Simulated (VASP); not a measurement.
# Li (P6_3/mmc) in VASP: density of states with PBE

Aim: the density of states of Li with PBE.

All numbers are computed with VASP 6.6.1; they aren't measurements. Logs are shortened: lines on timing, memory, paths and dates and some standing lists are left out, and cuts for length are marked.

### Step 1. The cell of the first run

The structure is hexagonal, space group P6_3/mmc (No. 194). The conventional cell has a = 3.059 Å, b = 3.059 Å, c = 5.000 Å, α = 90.00°, β = 90.00°, γ = 120.00°. Li (site symmetry -6m2) has 12 Li at 3.06 Å within 4.0 Å.

### Step 2. Density of states, PBE

Input file POSCAR:

```
Li
1.0
    3.0585006503      0.0000000000      0.0000000000
   -1.5292503251      2.6487392606      0.0000000000
    0.0000000000      0.0000000000      4.9997366955
Li
2
Direct
    0.3333333333      0.6666666667      0.2500000000
    0.6666666667      0.3333333333      0.7500000000
```

Input file INCAR.step1:

```
ALGO = Normal
EDIFF = 1E-6
ENCUT = 520
GGA = PE
ISIF = 2
ISMEAR = -1
LASPH = True
LCHARG = True
LREAL = False
LWAVE = False
NBANDS = 10
NELM = 80
PREC = Accurate
SIGMA = 0.1
```

Input file KPOINTS.step1:

```
k-points
0
Gamma
  14 14 8
```

Input file INCAR.step2:

```
ALGO = Normal
EDIFF = 1E-6
ENCUT = 520
GGA = PE
ICHARG = 11
ISIF = 2
ISMEAR = -5
LASPH = True
LCHARG = False
LORBIT = 11
LREAL = False
LWAVE = False
NEDOS = 2001
NELM = 80
PREC = Accurate
SIGMA = 0.1
```

Input file KPOINTS.step2:

```
k-points
0
Gamma
  21 21 12
```

Potentials or basis: VASP PAW PBE potentials, release 64 (Li_sv).

The run is started by

```bash
$ cat potpaw_PBE.64/Li_sv/POTCAR > POTCAR
$ cp INCAR.step1 INCAR
$ cp KPOINTS.step1 KPOINTS
$ mpirun -np 1 vasp_std > vasp.out
$ cp INCAR.step2 INCAR
$ cp KPOINTS.step2 KPOINTS
$ mpirun -np 1 vasp_std > vasp.out
```

OUTCAR:

```text
EDIFF = 1E-6
   ENCUT = 520
   GGA = PE
   ICHARG = 11
   ISIF = 2
   ISMEAR = -5
   LASPH = True
   LORBIT = 11
   LREAL = False
   NELM = 80
   PREC = Accurate

 ion  position               nearest neighbor table
   1  0.333  0.667  0.250-
   2  0.667  0.333  0.750-

  LATTYP: Found a hexagonal cell.
 ALAT       =     3.0585006503
 C/A-ratio  =     1.6347018579

  Lattice vectors:

 A1 = (   3.0585006503,   0.0000000000,   0.0000000000)
 A2 = (  -1.5292503251,   2.6487392606,   0.0000000000)
 A3 = (   0.0000000000,   0.0000000000,   4.9997366955)

Analysis of symmetry for initial positions (statically):
=====================================================================
 Subroutine PRICEL returns:
 Original cell was already a primitive cell.

 Routine SETGRP: Setting up the symmetry group for a
 hexagonal supercell.

 Subroutine GETGRP returns: Found 24 space group operations
 (whereof 12 operations were pure point group operations)
 out of a pool of 24 trial point group operations.

The static configuration has the point symmetry D_3d.
 The point group associated with its full space group is D_6h.

Analysis of symmetry for dynamics (positions and initial velocities):
=====================================================================
 Subroutine PRICEL returns:
 Original cell was already a primitive cell.

 Routine SETGRP: Setting up the symmetry group for a
 hexagonal supercell.

 Subroutine GETGRP returns: Found 24 space group operations
 (whereof 12 operations were pure point group operations)
 out of a pool of 24 trial point group operations.

The dynamic configuration has the point symmetry D_3d.
 The point group associated with its full space group is D_6h.

 Subroutine INISYM returns: Found 24 space group operations
 (whereof 12 operations are pure point group operations),
 and found     1 'primitive' translations

----------------------------------------------------------------------------------------

                                     Primitive cell

  volume of cell :      40.5037

  direct lattice vectors                    reciprocal lattice vectors
     3.058500650  0.000000000  0.000000000     0.326957589  0.188769052  0.000000000
    -1.529250325  2.648739261  0.000000000     0.000000000  0.377538105  0.000000000
     0.000000000  0.000000000  4.999736696     0.000000000  0.000000000  0.200010533

  length of vectors
     3.058500650  3.058500650  4.999736696     0.377538105  0.377538105  0.200010533

  position of ions in fractional coordinates (direct lattice)
     0.333333333  0.666666667  0.250000000
     0.666666667  0.333333333  0.750000000

  ion indices of the primitive-cell ions
   primitive index   ion index
                 1           1
                 2           2

----------------------------------------------------------------------------------------

 KPOINTS: k-points

Automatic generation of k-mesh.
 Grid dimensions read from file:
 generate k-points for:   21   21   12

 Generating k-lattice:

  Cartesian coordinates                     Fractional coordinates (reciprocal lattice)
     0.015569409  0.008989002  0.000000000     0.047619048  0.000000000  0.000000000
     0.000000000  0.017978005  0.000000000     0.000000000  0.047619048  0.000000000
     0.000000000  0.000000000  0.016667544     0.000000000  0.000000000  0.083333333

  Length of vectors
     0.017978005  0.017978005  0.016667544

  Shift w.r.t. Gamma in fractional coordinates (k-lattice)
     0.000000000  0.000000000  0.000000000

 TETIRR: Found   5376 inequivalent tetrahedra from    31752

 Subroutine IBZKPT returns following result:
 ===========================================

 Found    336 irreducible k-points:

 Following reciprocal coordinates:
            Coordinates               Weight
  0.000000  0.000000  0.000000      1.000000
  0.047619  0.000000  0.000000      6.000000
  0.095238  0.000000  0.000000      6.000000
  0.142857  0.000000  0.000000      6.000000
  0.190476  0.000000  0.000000      6.000000
  0.238095  0.000000  0.000000      6.000000
[... 16 lines left out ...]
  0.142857  0.095238  0.000000     12.000000
  0.190476  0.095238  0.000000     12.000000
 [... further k-points ...]
   k-points           NKPTS =    336   k-points in BZ     NKDIM =    336   number of bands    NBANDS=      7
   number of dos      NEDOS =   2001   number of ions     NIONS =      2
   total plane-waves  NPLWV =  23040
   dimension x,y,z NGX =    24 NGY =   24 NGZ =   40
   dimension x,y,z NGXF=    48 NGYF=   48 NGZF=   80
   ions per type =               2
   NGX,Y,Z   is equivalent  to a cutoff of  13.05, 13.05, 13.30 a.u.
   NGXF,Y,Z  is equivalent  to a cutoff of  26.09, 26.09, 26.60 a.u.
 SYSTEM =  unknown system
   PREC   = accura    normal or accurate (medium, high low for compatibility)
   ISTART =      0    job   : 0-new  1-cont  2-samecut
   ICHARG =     11    charge: 1-file 2-atom 10-const
   ISPIN  =      1    spin polarized calculation?
   LNONCOLLINEAR =      F non collinear calculations
   LSORBIT =      F    spin-orbit coupling
   LASPH  =      T    aspherical Exc in radial PAW
   ENCUT  =  520.0 eV  38.22 Ry    6.18 a.u.   5.69  5.69  9.30*2*pi/ulx,y,z
   NELM   =     80;   NELMIN=  2; NELMDL=  0     # of ELM steps
   EDIFF  = 0.1E-05   stopping-criterion for ELM
   LREAL  =      F    real-space projection
   EDIFFG = 0.1E-04   stopping-criterion for IOM
   NSW    =      0    number of steps for IOM
   IBRION =     -1    ionic relax: 0-MD 1-quasi-New 2-CG
   NFREE  =      0    steps in history (QN), initial steepest desc. (CG)
   ISIF   =      2    stress and relaxation
   ISYM   =      2    0-nonsym 1-usesym 2-fastsym
   POTIM  = 0.5000    time-step for ionic-motion
   TEBEG  =    0.0;   TEEND  =   0.0 temperature during run
   PSTRESS=    0.0 pullay stress
   NELECT =       6.0000    total number of electrons
   NUPDOWN=      -1.0000    fix difference up-down
   EMIN   =  10.00;   EMAX   =-10.00  energy-range for DOS
   EFERMI =   0.00;   METHOD = LEGACY
   ISMEAR =    -5;   SIGMA  =   0.10  broadening in eV -4-tet -1-fermi 0-gaus
   EFERMI_NEDOS =   21; number of points for ismear=-14 and -15
   IALGO  =     38    algorithm
   IMIX   =      4    mixing-type and parameters
     AMIX     =   0.40;   BMIX     =  1.00
     AMIX_MAG =   1.60;   BMIX_MAG =  1.00
  volume/ion in A,a.u.               =      20.25       136.67
  Fermi-wavevector in a.u.,A,eV,Ry     =   0.866217  1.636914 10.208896  0.750333
  Thomas-Fermi vector in A             =   1.984574
   LORBIT       =     11    0 simple, 1 ext, 2 COOP (PROOUT), +10 PAW based schemes
   GGA     = PE    functional components
   LHFCALC =     F    Hartree Fock is set to
   AEXX    =    0.0000 exact exchange contribution
   IVDW    =     0    specifies the selected vdW correction
   LEPSILON=     F    determine dielectric tensor
   LRPA    =     F    only Hartree local field effects (RPA)
 non-spin polarized calculation
 Fermi weights with tetrahedron method with Bloechl corrections
  energy-cutoff  :      520.00
  volume of cell :       40.50
 maximum number of plane-waves:      1108
 NGX is ok and might be reduce to    24

 number of electron       6.0000000 magnetization

 Free energy of the ion-electron system (eV)
  ---------------------------------------------------
  ext. energy  EPLUGINS =         0.00000000
  ---------------------------------------------------
  free energy    TOTEN  =        -3.81215045 eV

  energy without entropy =       -3.81215045  energy(sigma->0) =       -3.81215045

 E-fermi :   0.6221     XC(G=0):  -7.0463

 val. band max:        0.6052690316   @ k =   0.0000   0.0000   0.0000
 cond. band min:       0.5560729272   @ k =   0.3333   0.0952   0.5000
 fundamental gap:     -0.0491961044
 Fermi energy:         0.6221484939

 k-point     1 :       0.0000    0.0000    0.0000
  band No.  band energies     occupation
      1     -45.8993      2.00000
      2     -45.8813      2.00000
      3      -2.9343      2.00000
      4       0.6053      1.73684
      5       3.5452      0.00000
      6      13.1003      0.00000
      7      13.1003      0.00000

 k-point     2 :       0.0476    0.0000    0.0000
  band No.  band energies     occupation
      1     -45.8989      2.00000
      2     -45.8812      2.00000
      3      -2.8982      2.00000
      4       0.6530      0.86954
      5       3.5591      0.00000
      6      12.6710      0.00000
      7      12.7838      0.00000

 k-point     3 :       0.0952    0.0000    0.0000
  band No.  band energies     occupation
      1     -45.8979      2.00000
      2     -45.8806      2.00000
      3      -2.7898      2.00000
      4       0.7959     -0.12866
      5       3.5997      0.00000
      6      11.6719      0.00000
      7      12.1791      0.00000

 k-point     4 :       0.1429    0.0000    0.0000
  band No.  band energies     occupation
      1     -45.8963      2.00000
      2     -45.8798      2.00000
      3      -2.6092      2.00000
      4       1.0341     -0.00167
      5       3.6617      0.00000
      6      10.4773      0.00000
      7      11.5465      0.00000

 k-point     5 :       0.1905    0.0000    0.0000
  band No.  band energies     occupation
      1     -45.8941      2.00000
      2     -45.8789      2.00000
      3      -2.3562      2.00000
      4       1.3670      0.00000
      5       3.7318      0.00000
      6       9.2765      0.00000
      7      10.9565      0.00000

 k-point     6 :       0.2381    0.0000    0.0000
  band No.  band energies     occupation
      1     -45.8917      2.00000
      2     -45.8779      2.00000
      3      -2.0310      2.00000
      4       1.7942      0.00000
      5       3.7802      0.00000
      6       8.1766      0.00000
      7      10.4342      0.00000

 k-point     7 :       0.2857    0.0000    0.0000
  band No.  band energies     occupation
      1     -45.8891      2.00000
      2     -45.8770      2.00000
      3      -1.6346      2.00000
      4       2.3146      0.00000
      5       3.7376      0.00000
      6       7.2807      0.00000
      7       9.9905      0.00000
[... 121 lines left out ...]
 k-point    20 :       0.4286    0.0476    0.0000
  band No.  band energies     occupation
      1     -45.8816      2.00000
      2     -45.8754      2.00000
      3       0.2378      2.00000
      4       2.0703      0.00000
      5       4.8192      0.00000
      6       6.7264      0.00000
      7       7.1131      0.00000

 k-point    21 :       0.4762    0.0476    0.0000
  band No.  band energies     occupation
      1     -45.8811      2.00000
      2     -45.8754      2.00000
      3       0.5776      2.00000
      4       1.6955      0.00000
      5       5.3461      0.00000
      6       6.4971      0.00000
      7       6.8742      0.00000

 k-point    22 :       0.0952    0.0952    0.0000
  band No.  band energies     occupation
      1     -45.8953      2.00000
      2     -45.8794      2.00000
      3      -2.5007      2.00000
      4       1.1768      0.00000
      5       3.6989      0.00000
      6      10.2124      0.00000
      7      10.7005      0.00000

 k-point    23 :       0.1429    0.0952    0.0000
  band No.  band energies     occupation
      1     -45.8933      2.00000
      2     -45.8785      2.00000
      3      -2.2474      2.00000
      4       1.5096      0.00000
      5       3.7718      0.00000
      6       9.1206      0.00000
      7      10.0562      0.00000

 k-point    24 :       0.1905    0.0952    0.0000
  band No.  band energies     occupation
      1     -45.8909      2.00000
      2     -45.8776      2.00000
      3      -1.9215      2.00000
      4       1.9365      0.00000
      5       3.8314      0.00000
      6       8.0316      0.00000
      7       9.5066      0.00000

 [... further k-points ...]
[... 5 lines left out ...]
  --------------------------------------------------------------------------------------
  -------------------------------------------------------------------------------------
  Total       -0.0164313     -0.0164313     -0.0315732     -0.0000000      0.0000000      0.0000000
  in kB       -0.6499629     -0.6499629     -1.2489171     -0.0000000      0.0000000      0.0000000
  external PRESSURE =      -0.8496143 kB  Pullay stress =       0.0000000 kB

 VOLUME and BASIS-vectors are now :
 -----------------------------------------------------------------------------
  energy-cutoff  :      520.00
  volume of cell :       40.50
      direct lattice vectors                 reciprocal lattice vectors
     3.058500650  0.000000000  0.000000000     0.326957589  0.188769052  0.000000000
    -1.529250325  2.648739261  0.000000000     0.000000000  0.377538105  0.000000000
     0.000000000  0.000000000  4.999736696     0.000000000  0.000000000  0.200010533

 POSITION                                       TOTAL-FORCE (eV/Angst)
 -----------------------------------------------------------------------------------
     -0.00000      1.76583      1.24993         0.000000      0.000000      0.000000
      1.52925      0.88291      3.74980        -0.000000      0.000000      0.000000
 -----------------------------------------------------------------------------------
    total drift:                                0.000000     -0.000000      0.000000

  FREE ENERGIE OF THE ION-ELECTRON SYSTEM (eV)
  ---------------------------------------------------
  free  energy   TOTEN  =        -3.8121504494 eV

  energy  without entropy=       -3.8121504494  energy(sigma->0) =       -3.81215045

 total charge

# of ion       s       p       d       tot
------------------------------------------
    1        2.033   0.041   0.000   2.074
    2        2.033   0.041   0.000   2.074
--------------------------------------------------
tot          4.066   0.082   0.000   4.148
```

Run time: 33 s. Hardware: 1 thread of Intel Xeon 6975P-C (Granite Rapids), shared host; peak memory 0.19 GiB.

Results:

```yaml
Valence_electrons_inside_the_program's_atomic_spheres: Li 2.07
```

Caveat: the cutoff is under 1.25 times the usual one of these potentials, so pressure, stress and relaxed cells hold a basis-set (Pulay) error; tetrahedron occupations give inexact forces and stress in metals.
